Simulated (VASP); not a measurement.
# Rh in VASP: a series of runs

Rh is run at these levels: PBE; tasks: single point.

All numbers are computed with VASP 6.6.1; they aren't measurements. Logs are shortened: lines on timing, memory, paths and dates and some standing lists are left out, and cuts for length are marked.

**1. The cell of the first run**

The cell holds a slab with vacuum, 17 atoms: a = 5.374 Å, b = 5.374 Å, c = 16.700 Å, α = 90.00°, β = 90.00°, γ = 90.00°.

**2. Single point, PBE**

INCAR

```
SYSTEM = Rh
PREC = Accurate
ENCUT = 400
EDIFF = 1E-6
ISMEAR = -1
SIGMA = 0.05
LREAL = .FALSE.
LASPH = .TRUE.
NELM = 120
ALGO = Normal
ISIF = 2
LWAVE = .FALSE.
LCHARG = .TRUE.
GGA = PE
LELF = .TRUE.
LVHAR = .TRUE.
NBANDS = 142
GGA_COMPAT = .FALSE.
NELMDL = -8
```

KPOINTS

```
regular mesh
0
G
  2 2 1
  0 0 0
```

POSCAR

```
Rh
1.0
    5.3740120000      0.0000000000      0.0000000000
    0.0000000000      5.3740120000      0.0000000000
    0.0000000000      0.0000000000     16.7000000000
Rh
17
Direct
    0.2499994418      0.2499994418      0.0598802395
    0.7499983253      0.2499994418      0.0598802395
    0.2499994418      0.7499983253      0.0598802395
    0.7499983253      0.7499983253      0.0598802395
    0.0171566420      0.0035541417      0.1703113772
    0.5236683506     -0.0073874044      0.1760000000
    0.0371789270      0.5174532547      0.1833532934
    0.5156854879      0.4795858290      0.1694491018
    0.2836800513      0.2591918291      0.2886706587
    0.7891869240      0.2408628786      0.2955209581
    0.2688494183      0.7405268168      0.2923592814
    0.7687366534      0.7218257049      0.3019880240
   -0.0053219085      0.0240230204      0.4207245509
    0.5251756044      0.0167844806      0.4046167665
   -0.0079270385      0.4729799636      0.4101437126
    0.4837726451      0.5019341230      0.3977065868
    0.7416060850      0.2743387994      0.5125988024
```

Potentials or basis: VASP PAW PBE potentials, release 64 (Rh_pv).

Started as:

```console
cat potpaw_PBE.64/Rh_pv/POTCAR > POTCAR
mpirun -np 1 vasp_std > vasp.out
```

OUTCAR:

```text
SYSTEM = Rh
   PREC = Accurate
   ENCUT = 400
   EDIFF = 1E-6
   ISMEAR = -1
   LREAL = .FALSE.
   LASPH = .TRUE.
   NELM = 120
   ISIF = 2
   GGA = PE
   NELMDL = -8

 ion  position               nearest neighbor table
   1  0.250  0.250  0.060-   5 2.59   8 2.63   2 2.69   3 2.69   3 2.69   2 2.69   7 2.76   6 2.80

   2  0.750  0.250  0.060-   8 2.54   6 2.67   5 2.69   4 2.69   1 2.69   1 2.69   4 2.69   7 2.95

   3  0.250  0.750  0.060-   5 2.61   7 2.67   1 2.69   4 2.69   1 2.69   4 2.69   8 2.74   6 2.76
[... 12 lines left out ...]
                            11 2.79   5 2.80  15 2.81  13 2.98
  10  0.789  0.241  0.296-  15 2.53  12 2.59  14 2.60  13 2.64   9 2.66   9 2.72   7 2.74   5 2.74
                            16 2.75   6 2.79  12 2.79   8 2.87
  11  0.269  0.741  0.292-  16 2.46   7 2.51   9 2.59  12 2.69  12 2.69   6 2.74  14 2.76   9 2.79
                             8 2.82   5 2.83  15 2.85  13 3.01
  12  0.769  0.722  0.302-  16 2.51  15 2.55  10 2.59  14 2.68   7 2.69  11 2.69  11 2.69  10 2.79
                            13 2.84   6 2.88   8 2.91   5 2.98
  13  0.995  0.024  0.421-  15 2.42  17 2.45  14 2.54  10 2.64  12 2.84  14 2.86  15 2.97   9 2.98
                            11 3.01
  14  0.525  0.017  0.405-  13 2.54  17 2.55  10 2.60  16 2.62   9 2.67  12 2.68  11 2.76  16 2.78
                            13 2.86
  15  0.992  0.473  0.410-  13 2.42  17 2.42  10 2.53  12 2.55  16 2.66  16 2.74   9 2.81  11 2.85
                            13 2.97
  16  0.484  0.502  0.398-  11 2.46   9 2.48  12 2.51  14 2.62  15 2.66  17 2.66  15 2.74  10 2.75
                            14 2.78
  17  0.742  0.274  0.513-  15 2.42  13 2.45  14 2.55  16 2.66

  LATTYP: Found a simple tetragonal cell.
 ALAT       =     5.3740120000
 C/A-ratio  =     3.1075479549

  Lattice vectors:

 A1 = (   5.3740120000,   0.0000000000,   0.0000000000)
 A2 = (   0.0000000000,   5.3740120000,   0.0000000000)
 A3 = (   0.0000000000,   0.0000000000,  16.7000000000)

Analysis of symmetry for initial positions (statically):
=====================================================================
 Subroutine PRICEL returns:
 Original cell was already a primitive cell.

 Routine SETGRP: Setting up the symmetry group for a
 simple tetragonal supercell.

 Subroutine GETGRP returns: Found  1 space group operations
 (whereof  1 operations were pure point group operations)
 out of a pool of 16 trial point group operations.

The static configuration has the point symmetry C_1 .
[... 125 lines left out ...]
   NSW    =      0    number of steps for IOM
   IBRION =     -1    ionic relax: 0-MD 1-quasi-New 2-CG
   NFREE  =      0    steps in history (QN), initial steepest desc. (CG)
   ISIF   =      2    stress and relaxation
   ISYM   =      2    0-nonsym 1-usesym 2-fastsym
   POTIM  = 0.5000    time-step for ionic-motion
   TEBEG  =    0.0;   TEEND  =   0.0 temperature during run
   PSTRESS=    0.0 pullay stress
   NELECT =     255.0000    total number of electrons
   NUPDOWN=      -1.0000    fix difference up-down
   EMIN   =  10.00;   EMAX   =-10.00  energy-range for DOS
   EFERMI =   0.00;   METHOD = LEGACY
   ISMEAR =    -1;   SIGMA  =   0.05  broadening in eV -4-tet -1-fermi 0-gaus
   EFERMI_NEDOS =   21; number of points for ismear=-14 and -15
   IALGO  =     38    algorithm
   IMIX   =      4    mixing-type and parameters
     AMIX     =   0.40;   BMIX     =  1.00
     AMIX_MAG =   1.60;   BMIX_MAG =  1.00
  volume/ion in A,a.u.               =      28.37       191.45
  Fermi-wavevector in a.u.,A,eV,Ry     =   1.323784  2.501588 23.842889  1.752403
  Thomas-Fermi vector in A             =   2.453366
   LORBIT       =      0    0 simple, 1 ext, 2 COOP (PROOUT), +10 PAW based schemes
   GGA     = PE    functional components
   LHFCALC =     F    Hartree Fock is set to
   AEXX    =    0.0000 exact exchange contribution
   IVDW    =     0    specifies the selected vdW correction
   LEPSILON=     F    determine dielectric tensor
   LRPA    =     F    only Hartree local field effects (RPA)
 non-spin polarized calculation
  energy-cutoff  :      400.00
  volume of cell :      482.30
 maximum number of plane-waves:      8823
 NGX is ok and might be reduce to    36
   NGX = 17   NGY = 17   NGZ = 55

 number of electron     255.0000003 magnetization

 Free energy of the ion-electron system (eV)
  ---------------------------------------------------
  ext. energy  EPLUGINS =         0.00000000
  ---------------------------------------------------
  free energy    TOTEN  =      -114.04400582 eV

  energy without entropy =     -113.84582841  energy(sigma->0) =     -113.94491712

 E-fermi :   3.4014     XC(G=0):  -8.0813

 val. band max:        3.3632798710   @ k =   0.5000   0.5000   0.0000
 cond. band min:       3.4333673144   @ k =   0.5000   0.0000   0.0000
 fundamental gap:      0.0700874435
 Fermi energy:         3.4014076593

 k-point     1 :       0.0000    0.0000    0.0000
  band No.  band energies     occupation
      1     -43.6629      2.00000
      2     -43.6398      2.00000
      3     -43.6087      2.00000
      4     -43.5982      2.00000
      5     -43.5613      2.00000
      6     -43.5440      2.00000
[... 557 lines left out ...]
    138       3.9760      0.00002
    139       4.0115      0.00001
 [bands above 139 left out]

------------------------ aborting loop because EDIFF is reached ----------------------------------------

  FORCE on cell =-STRESS in cart. coord.  units (eV):
  Direction    XX          YY          ZZ          XY          YZ          ZX
  --------------------------------------------------------------------------------------
  -------------------------------------------------------------------------------------
  Total       -7.6553813     -5.0073427     -4.3703750      0.7064482     -1.2817557     -0.5430965
  in kB      -25.4310139    -16.6342858    -14.5182927      2.3468060     -4.2579651     -1.8041550
  external PRESSURE =     -18.8611975 kB  Pullay stress =       0.0000000 kB

 VOLUME and BASIS-vectors are now :
 -----------------------------------------------------------------------------
  energy-cutoff  :      400.00
  volume of cell :      482.30
      direct lattice vectors                 reciprocal lattice vectors
     5.374012000  0.000000000  0.000000000     0.186080716  0.000000000  0.000000000
     0.000000000  5.374012000  0.000000000     0.000000000  0.186080716  0.000000000
     0.000000000  0.000000000 16.700000000     0.000000000  0.000000000  0.059880240

 POSITION                                       TOTAL-FORCE (eV/Angst)
 -----------------------------------------------------------------------------------
      1.34350      1.34350      1.00000         0.142490      0.013654      0.219008
      4.03050      1.34350      1.00000         0.578803     -0.031697      0.223803
      1.34350      4.03050      1.00000         0.249941     -0.043027      0.235218
      4.03050      4.03050      1.00000         0.394364     -0.178713      0.538519
      0.09220      0.01910      2.84420         0.016000      0.214310      0.989560
      2.81420      5.33431      2.93920        -0.293234     -0.428477      0.045827
[... 9 lines left out ...]
      2.59980      2.69740      6.64170         1.124181     -0.285252      2.821155
      3.98540      1.47430      8.56040        -0.667713     -0.060648      0.313659
 -----------------------------------------------------------------------------------
    total drift:                               -0.000549      0.001946      0.002580

  FREE ENERGIE OF THE ION-ELECTRON SYSTEM (eV)
  ---------------------------------------------------
  free  energy   TOTEN  =      -114.0440058230 eV

  energy  without entropy=     -113.8458284091  energy(sigma->0) =     -113.94491712
```

OSZICAR:

```text
N       E                     dE             d eps       ncg     rms          rms(c)
DAV:   1     0.265493300966E+04    0.26549E+04   -0.14724E+05  1440   0.153E+03
DAV:   2    -0.776372011947E+01   -0.26627E+04   -0.25986E+04  1192   0.501E+02
DAV:   3    -0.115372088418E+03   -0.10761E+03   -0.99882E+02  1556   0.937E+01
DAV:   4    -0.121634115742E+03   -0.62620E+01   -0.58906E+01  1472   0.164E+01
[... 27 lines left out ...]
DAV:  32    -0.114043960709E+03   -0.18074E-04   -0.63159E-06  1060   0.166E-02    0.864E-03
DAV:  33    -0.114043991213E+03   -0.30504E-04   -0.45774E-06   878   0.978E-03    0.468E-03
DAV:  34    -0.114043996469E+03   -0.52562E-05   -0.95843E-07   716   0.669E-03    0.307E-03
DAV:  35    -0.114044005205E+03   -0.87359E-05   -0.20364E-06   806   0.437E-03    0.208E-03
DAV:  36    -0.114044005823E+03   -0.61771E-06   -0.23621E-07   660   0.274E-03
   1 F= -.11404401E+03 E0= -.11394492E+03  d E =-.198177E+00
```

It took 17 min on 1 thread of Oxide Virtual Turin-like, shared host; peak memory 0.39 GiB.

Results:

* Free energy: -114.0440 eV
* Largest force: 3.197 eV/Å
* Band gap on the k mesh: zero (an odd number of electrons rules out a gap without spin polarisation)

Forces on the atoms (eV/Å):
```
Rh   0.142  0.014  0.219
Rh   0.579 -0.032  0.224
Rh   0.250 -0.043  0.235
Rh   0.394 -0.179  0.539
Rh   0.016  0.214  0.990
Rh  -0.293 -0.428  0.046
Rh  -2.027 -1.270 -1.772
Rh   0.838  1.320  1.149
Rh  -0.816 -1.560 -0.309
Rh  -0.816 -0.592 -1.512
Rh  -0.248  1.567 -0.066
Rh   0.395  2.118 -1.955
Rh   1.554 -2.496 -1.256
Rh  -1.644 -0.933  0.244
Rh   1.220  2.646  0.091
Rh   1.124 -0.285  2.821
Rh  -0.668 -0.061  0.314
```

Caveat: the k points lie up to 0.58 Å⁻¹ apart, too coarse for converged energies and pressures of a metal; there is no dipole correction, which matters where the two faces differ.

(Part 1 of 2 ends here.)

The gap in the log of VASP goes by the Fermi energy; the results here count the filled bands.